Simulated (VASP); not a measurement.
# ZnS (F-43m) in VASP: single point with HSE06

Aim: the single point of ZnS with HSE06.

Everything below comes from runs of VASP 6.6.1. Logs are shortened: lines on timing, memory, paths and dates and some standing lists are left out, and cuts for length are marked.

## (1) The cell of the first run

Symmetry: F-43m, No. 216, cubic system. Conventional cell: a = 5.550 Å, b = 5.550 Å, c = 5.550 Å, α = 90.00°, β = 90.00°, γ = 90.00°. Within 3.2 Å of Zn (site symmetry -43m) lie 4 S at 2.40 Å. S (site symmetry -43m) has 4 Zn at 2.40 Å within 3.2 Å.

## (2) Single point, HSE06 (strain +3.0%)

POSCAR

```
ZnS
1.0
    0.0000000000      2.7749084084      2.7749084084
    2.7749084084      0.0000000000      2.7749084084
    2.7749084084      2.7749084084      0.0000000000
Zn S
1 1
Direct
    0.0000000000      0.0000000000      0.0000000000
    0.2500000000      0.2500000000      0.2500000000
```

INCAR.step1

```
SYSTEM = ZnS
  PREC = Accurate
  ENCUT = 520
  EDIFF = 1E-5
  ISMEAR = 0
  SIGMA = 0.01
  LREAL = .False.
  LASPH = .True.
  NELM = 100
  ALGO = Normal
  ISIF = 2
  LWAVE = .True.
  LCHARG = .False.
  GGA = PE
  NBANDS = 16
```

INCAR.step2

```
SYSTEM = ZnS
  PREC = Accurate
  ENCUT = 520
  EDIFF = 1E-6
  ISMEAR = 0
  SIGMA = 0.01
  LREAL = .False.
  LASPH = .True.
  NELM = 100
  ALGO = Normal
  ISIF = 2
  LWAVE = .False.
  LCHARG = .False.
  GGA = PE
  LHFCALC = .True.
  HFSCREEN = 0.2079
  PRECFOCK = Normal
  ISTART = 1
  NBANDS = 16
```

KPOINTS

```
regular mesh
0
Gamma
  6 6 6
  0 0 0
```

Potentials or basis: VASP PAW PBE potentials, release 64 (Zn, S).

The run is started by

```sh
cat potpaw_PBE.64/Zn/POTCAR potpaw_PBE.64/S/POTCAR > POTCAR
cp INCAR.step1 INCAR
mpirun -np 1 vasp_std > vasp.out
cp INCAR.step2 INCAR
mpirun -np 1 vasp_std > vasp.out
```

OUTCAR:

```text
SYSTEM = ZnS
   PREC = Accurate
   ENCUT = 520
   EDIFF = 1E-6
   ISMEAR = 0
   LREAL = .False.
   LASPH = .True.
   NELM = 100
   ISIF = 2
   GGA = PE
   LHFCALC = .True.
   HFSCREEN = 0.2079
   PRECFOCK = Normal
   ISTART = 1

 ion  position               nearest neighbor table
   1  0.000  0.000  0.000-   2 2.40   2 2.40   2 2.40   2 2.40
   2  0.250  0.250  0.250-   1 2.40   1 2.40   1 2.40   1 2.40

  LATTYP: Found a face centered cubic cell.
 ALAT       =     5.5498168168

  Lattice vectors:

 A1 = (   0.0000000000,   2.7749084084,   2.7749084084)
 A2 = (   2.7749084084,   0.0000000000,   2.7749084084)
 A3 = (   2.7749084084,   2.7749084084,   0.0000000000)

Analysis of symmetry for initial positions (statically):
=====================================================================
 Subroutine PRICEL returns:
 Original cell was already a primitive cell.

 Routine SETGRP: Setting up the symmetry group for a
 face centered cubic supercell.

 Subroutine GETGRP returns: Found 24 space group operations
 (whereof 24 operations were pure point group operations)
 out of a pool of 48 trial point group operations.

The static configuration has the point symmetry T_d .

Analysis of symmetry for dynamics (positions and initial velocities):
=====================================================================
 Subroutine PRICEL returns:
 Original cell was already a primitive cell.

 Routine SETGRP: Setting up the symmetry group for a
 face centered cubic supercell.

 Subroutine GETGRP returns: Found 24 space group operations
 (whereof 24 operations were pure point group operations)
 out of a pool of 48 trial point group operations.

The dynamic configuration has the point symmetry T_d .

 Subroutine INISYM returns: Found 24 space group operations
 (whereof 24 operations are pure point group operations),
 and found     1 'primitive' translations

----------------------------------------------------------------------------------------

                                     Primitive cell

  volume of cell :      42.7342

  direct lattice vectors                    reciprocal lattice vectors
     0.000000000  2.774908408  2.774908408    -0.180186127  0.180186127  0.180186127
     2.774908408  0.000000000  2.774908408     0.180186127 -0.180186127  0.180186127
     2.774908408  2.774908408  0.000000000     0.180186127  0.180186127 -0.180186127

  length of vectors
     3.924313106  3.924313106  3.924313106     0.312091527  0.312091527  0.312091527

  position of ions in fractional coordinates (direct lattice)
     0.000000000  0.000000000  0.000000000
     0.250000000  0.250000000  0.250000000

  ion indices of the primitive-cell ions
   primitive index   ion index
                 1           1
                 2           2

----------------------------------------------------------------------------------------

 KPOINTS: regular mesh

Automatic generation of k-mesh.
 Grid dimensions read from file:
 generate k-points for:    6    6    6

 Generating k-lattice:

  Cartesian coordinates                     Fractional coordinates (reciprocal lattice)
    -0.030031021  0.030031021  0.030031021     0.166666667  0.000000000  0.000000000
     0.030031021 -0.030031021  0.030031021     0.000000000  0.166666667  0.000000000
     0.030031021  0.030031021 -0.030031021     0.000000000  0.000000000  0.166666667

  Length of vectors
     0.052015255  0.052015255  0.052015255

  Shift w.r.t. Gamma in fractional coordinates (k-lattice)
     0.000000000  0.000000000  0.000000000

 Subroutine IBZKPT returns following result:
 ===========================================

 Found     16 irreducible k-points:

 Following reciprocal coordinates:
            Coordinates               Weight
  0.000000  0.000000  0.000000      1.000000
  0.166667  0.000000  0.000000      8.000000
  0.333333  0.000000  0.000000      8.000000
  0.500000  0.000000  0.000000      4.000000
  0.166667  0.166667  0.000000      6.000000
  0.333333  0.166667  0.000000     24.000000
[... 8 lines left out ...]
 -0.333333  0.333333  0.166667     24.000000
 -0.333333  0.500000  0.166667     12.000000
   k-points           NKPTS =     16   k-points in BZ     NKDIM =    216   number of bands    NBANDS=     16
   number of dos      NEDOS =    301   number of ions     NIONS =      2
   total plane-waves  NPLWV =  27000
   dimension x,y,z NGX =    30 NGY =   30 NGZ =   30
   dimension x,y,z NGXF=    60 NGYF=   60 NGZF=   60
   ions per type =               1   1
   NGX,Y,Z   is equivalent  to a cutoff of  12.71, 12.71, 12.71 a.u.
   NGXF,Y,Z  is equivalent  to a cutoff of  25.42, 25.42, 25.42 a.u.
 SYSTEM =  ZnS
   PREC   = accura    normal or accurate (medium, high low for compatibility)
   ISTART =      1    job   : 0-new  1-cont  2-samecut
   ICHARG =      0    charge: 1-file 2-atom 10-const
   ISPIN  =      1    spin polarized calculation?
   LNONCOLLINEAR =      F non collinear calculations
   LSORBIT =      F    spin-orbit coupling
   LASPH  =      T    aspherical Exc in radial PAW
   ENCUT  =  520.0 eV  38.22 Ry    6.18 a.u.   7.30  7.30  7.30*2*pi/ulx,y,z
   NELM   =    100;   NELMIN=  2; NELMDL=  0     # of ELM steps
   EDIFF  = 0.1E-05   stopping-criterion for ELM
   LREAL  =      F    real-space projection
   EDIFFG = 0.1E-04   stopping-criterion for IOM
   NSW    =      0    number of steps for IOM
   IBRION =     -1    ionic relax: 0-MD 1-quasi-New 2-CG
   NFREE  =      0    steps in history (QN), initial steepest desc. (CG)
   ISIF   =      2    stress and relaxation
   ISYM   =      3    0-nonsym 1-usesym 2-fastsym
   POTIM  = 0.5000    time-step for ionic-motion
   TEBEG  =    0.0;   TEEND  =   0.0 temperature during run
   PSTRESS=    0.0 pullay stress
   NELECT =      18.0000    total number of electrons
   NUPDOWN=      -1.0000    fix difference up-down
   EMIN   =  10.00;   EMAX   =-10.00  energy-range for DOS
   EFERMI =   0.00;   METHOD = LEGACY
   ISMEAR =     0;   SIGMA  =   0.01  broadening in eV -4-tet -1-fermi 0-gaus
   EFERMI_NEDOS =   21; number of points for ismear=-14 and -15
   IALGO  =     38    algorithm
   IMIX   =      1    mixing-type and parameters
     AMIX     =   0.40;   BMIX     =  1.00
     AMIX_MAG =   1.60;   BMIX_MAG =  1.00
  volume/ion in A,a.u.               =      21.37       144.19
  Fermi-wavevector in a.u.,A,eV,Ry     =   1.227176  2.319027 20.489858  1.505962
  Thomas-Fermi vector in A             =   2.362150
   LORBIT       =      0    0 simple, 1 ext, 2 COOP (PROOUT), +10 PAW based schemes
   GGA     = PE    functional components
   LHFCALC =     T    Hartree Fock is set to
   PRECFOCK=normal    Normal, Fast or Accurate (Low or Medium for compatibility)
   ENCUT4O =  -1.0   cutoff for four orbital integrals eV
   NKREDX  =     1    reduce k-point grid by
   NKREDY  =     1    reduce k-point grid by
   NKREDZ  =     1    reduce k-point grid by
   AEXX    =    0.2500 exact exchange contribution
   HFSCREEN=    0.2079 screening length (either q_TF or 0.3 A-1)
   HFSCREENC=   0.2079 screening length for correlation (either q_TF or 0.3 A-1)
   ENCUTFOCK=  -1.0 apply spherical cutoff to Coloumb kernel
   IVDW    =     0    specifies the selected vdW correction
   LEPSILON=     F    determine dielectric tensor
   LRPA    =     F    only Hartree local field effects (RPA)
 non-spin polarized calculation
 Gauss-broadening in eV      SIGMA  =   0.01
  energy-cutoff  :      520.00
  volume of cell :       42.73
 maximum number of plane-waves:      1167
 NGX is ok and might be reduce to    30
  NGX = 24; NGY = 24; NGZ = 24

 number of electron      17.9999986 magnetization

 Free energy of the ion-electron system (eV)
  ---------------------------------------------------
  ext. energy  EPLUGINS =         0.00000000
  ---------------------------------------------------
  free energy    TOTEN  =        -8.33373347 eV

  energy without entropy =       -8.33373347  energy(sigma->0) =       -8.33373347

 E-fermi :   0.7457     XC(G=0):  -7.6817

 val. band max:        0.6930211497   @ k =   0.0000   0.0000   0.0000
 cond. band min:       3.6399914447   @ k =   0.0000   0.0000   0.0000
 fundamental gap:      2.9469702951
 Fermi energy:         0.7456925141

 k-point     1 :       0.0000    0.0000    0.0000
  band No.  band energies     occupation
      1     -13.0838      2.00000
      2      -6.9245      2.00000
      3      -6.9245      2.00000
      4      -6.9245      2.00000
      5      -6.5635      2.00000
      6      -6.5635      2.00000
[... 8 lines left out ...]
     15      13.7437      0.00000
     16      13.7437      0.00000

 k-point     2 :       0.1667    0.0000    0.0000
  band No.  band energies     occupation
      1     -12.8953      2.00000
      2      -6.8975      2.00000
      3      -6.8975      2.00000
      4      -6.8815      2.00000
      5      -6.5648      2.00000
      6      -6.5648      2.00000
[... 8 lines left out ...]
     15      12.9165      0.00000
     16      14.4223      0.00000

 k-point     3 :       0.3333    0.0000    0.0000
  band No.  band energies     occupation
      1     -12.4775      2.00000
      2      -6.8523      2.00000
      3      -6.8523      2.00000
      4      -6.6652      2.00000
      5      -6.5560      2.00000
      6      -6.5560      2.00000
[... 8 lines left out ...]
     15      13.5321      0.00000
     16      13.5965      0.00000

 k-point     4 :       0.5000    0.0000    0.0000
  band No.  band energies     occupation
      1     -12.2434      2.00000
      2      -6.8358      2.00000
      3      -6.8358      2.00000
      4      -6.5440      2.00000
      5      -6.5440      2.00000
      6      -6.3650      2.00000
[... 8 lines left out ...]
     15      15.4334      0.00000
     16      15.4334      0.00000

 k-point     5 :       0.1667    0.1667    0.0000
  band No.  band energies     occupation
      1     -12.8325      2.00000
      2      -6.9027      2.00000
      3      -6.8711      2.00000
      4      -6.8711      2.00000
      5      -6.5812      2.00000
      6      -6.5502      2.00000
[... 8 lines left out ...]
     15      14.1179      0.00000
     16      15.6830      0.00000

 k-point     6 :       0.3333    0.1667    0.0000
  band No.  band energies     occupation
      1     -12.4884      2.00000
      2      -6.8524      2.00000
      3      -6.8181      2.00000
      4      -6.7539      2.00000
      5      -6.5678      2.00000
      6      -6.5392      2.00000
[... 8 lines left out ...]
     15      14.5515      0.00000
     16      15.7332      0.00000
[... 115 lines left out ...]
 k-point    13 :       0.5000    0.5000    0.0000
  band No.  band energies     occupation
      1     -11.9664      2.00000
      2      -6.7987      2.00000
      3      -6.6768      2.00000
      4      -6.6767      2.00000
      5      -6.5104      2.00000
      6      -6.3273      2.00000
[... 8 lines left out ...]
     15      15.8381      0.00000
     16      16.4983      0.00000

 k-point    14 :       0.5000    0.3333    0.1667
  band No.  band energies     occupation
      1     -12.1929      2.00000
      2      -6.7984      2.00000
      3      -6.7841      2.00000
      4      -6.6564      2.00000
      5      -6.5427      2.00000
      6      -6.4413      2.00000
[... 8 lines left out ...]
     15      15.7911      0.00000
     16      16.5073      0.00000

 k-point    15 :      -0.3333    0.3333    0.1667
  band No.  band energies     occupation
      1     -12.0359      2.00000
      2      -6.7905      2.00000
      3      -6.7565      2.00000
      4      -6.6002      2.00000
      5      -6.5593      2.00000
      6      -6.2548      2.00000
[... 8 lines left out ...]
     15      15.5447      0.00000
     16      16.3586      0.00000

 k-point    16 :      -0.3333    0.5000    0.1667
  band No.  band energies     occupation
      1     -11.9633      2.00000
      2      -6.7782      2.00000
      3      -6.7214      2.00000
      4      -6.6335      2.00000
      5      -6.5424      2.00000
      6      -6.2313      2.00000
[... 8 lines left out ...]
     15      15.9546      0.00000
     16      16.6170      0.00000

------------------------ aborting loop because EDIFF is reached ----------------------------------------

  FORCE on cell =-STRESS in cart. coord.  units (eV):
  Direction    XX          YY          ZZ          XY          YZ          ZX
  --------------------------------------------------------------------------------------
  -------------------------------------------------------------------------------------
  Total       -1.1793073     -1.1793073     -1.1793073     -0.0000000      0.0000000     -0.0000000
  in kB      -44.2141840    -44.2141840    -44.2141840     -0.0000000      0.0000000     -0.0000000
  external PRESSURE =     -44.2141840 kB  Pullay stress =       0.0000000 kB

 VOLUME and BASIS-vectors are now :
 -----------------------------------------------------------------------------
  energy-cutoff  :      520.00
  volume of cell :       42.73
      direct lattice vectors                 reciprocal lattice vectors
     0.000000000  2.774908408  2.774908408    -0.180186127  0.180186127  0.180186127
     2.774908408  0.000000000  2.774908408     0.180186127 -0.180186127  0.180186127
     2.774908408  2.774908408  0.000000000     0.180186127  0.180186127 -0.180186127

 POSITION                                       TOTAL-FORCE (eV/Angst)
 -----------------------------------------------------------------------------------
      0.00000      0.00000      0.00000         0.000000      0.000000      0.000000
      1.38745      1.38745      1.38745        -0.000000     -0.000000     -0.000000
 -----------------------------------------------------------------------------------
    total drift:                                0.000148      0.000095      0.000080

  FREE ENERGIE OF THE ION-ELECTRON SYSTEM (eV)
  ---------------------------------------------------
  free  energy   TOTEN  =        -8.3337334695 eV

  energy  without entropy=       -8.3337334695  energy(sigma->0) =       -8.33373347
```

Run time: 84 min. Hardware: 1 thread of Intel Xeon 8259CL, shared host; peak memory 0.29 GiB.

What came out:

```yaml
Free_energy: -8.3337 eV
Pressure: -4.4 GPa
Band_gap_on_the_k_mesh: 2.95 eV
```

Caveat: the cell differs from its parent crystal (strain +3.0%); the cell stands under tension; the PAW data sets were made with another functional, which shifts forces and pressure a little.
